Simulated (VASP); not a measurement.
Write the native input for VASP 6.6.1 that does the following.

```
Task                    : density of states
Functional              : PBE
Potentials or basis     : VASP PAW PBE potentials, release 64 (Na_pv, I)
Cutoff                  : 520 eV
k mesh                  : 6 × 6 × 4
Occupations             : gaussian, width 0.02 eV
Spin                    : no spin polarisation
Dipole correction       : no
k mesh for the DOS      : 9 × 9 × 6
Occupations for the DOS : tetrahedron
Further INCAR settings  : ALGO = Normal; EDIFF = 1e-06; NBANDS = 22
```

NaI:

```xyz
4
Lattice="5.1508 0.0000 0.0000 -2.5754 4.4607 0.0000 0.0000 0.0000 7.9732" Properties=species:S:1:pos:R:3 pbc="T T T"
Na    0.0000    2.9738    3.0427
Na    2.5754    1.4869    7.0293
I     0.0000    2.9738   -0.0676
I     2.5754    1.4869    3.9191
```

One way to write it, as run:

POSCAR

```
NaI
1.0
    5.1507519752      0.0000000000      0.0000000000
   -2.5753759876      4.4606820591      0.0000000000
    0.0000000000      0.0000000000      7.9732331536
Na I
2 2
Direct
    0.3333333333      0.6666666667      0.3816083214
    0.6666666667      0.3333333333      0.8816083214
    0.3333333333      0.6666666667     -0.0084733914
    0.6666666667      0.3333333333      0.4915266086
```

INCAR.step1

```
SYSTEM = NaI
PREC = Accurate
ENCUT = 520
EDIFF = 1E-6
ISMEAR = 0
SIGMA = 0.02
LREAL = .FALSE.
LASPH = .TRUE.
NELM = 100
ALGO = Normal
ISIF = 2
LWAVE = .FALSE.
LCHARG = .TRUE.
GGA = PE
NBANDS = 22
```

KPOINTS.step1

```
Automatic mesh
0
G
  6 6 4
  0 0 0
```

INCAR.step2

```
SYSTEM = NaI
PREC = Accurate
ENCUT = 520
EDIFF = 1E-6
ISMEAR = -5
SIGMA = 0.02
LREAL = .FALSE.
LASPH = .TRUE.
NELM = 100
ALGO = Normal
ISIF = 2
LWAVE = .FALSE.
LCHARG = .FALSE.
GGA = PE
LORBIT = 10
NBANDS = 22
NEDOS = 1001
ICHARG = 11
```

KPOINTS.step2

```
Automatic mesh
0
G
  9 9 6
  0 0 0
```

Potentials or basis: VASP PAW PBE potentials, release 64 (Na_pv, I).

Launch:

```console
$ cat potpaw_PBE.64/Na_pv/POTCAR potpaw_PBE.64/I/POTCAR > POTCAR
$ cp INCAR.step1 INCAR
$ cp KPOINTS.step1 KPOINTS
$ mpirun -np 1 vasp_std > vasp.out
$ cp INCAR.step2 INCAR
$ cp KPOINTS.step2 KPOINTS
$ mpirun -np 1 vasp_std > vasp.out
```

It gave:

- Valence electrons inside the program's atomic spheres: Na 6.02; I 4.35

Caveat: spin-orbit coupling is left out, which moves the levels of the heavy elements.

Run time: 4.7 min on 1 thread of AMD EPYC 7R43 64-Core Processor (Zen 3), with other jobs on the host, peak memory 0.33 GiB.
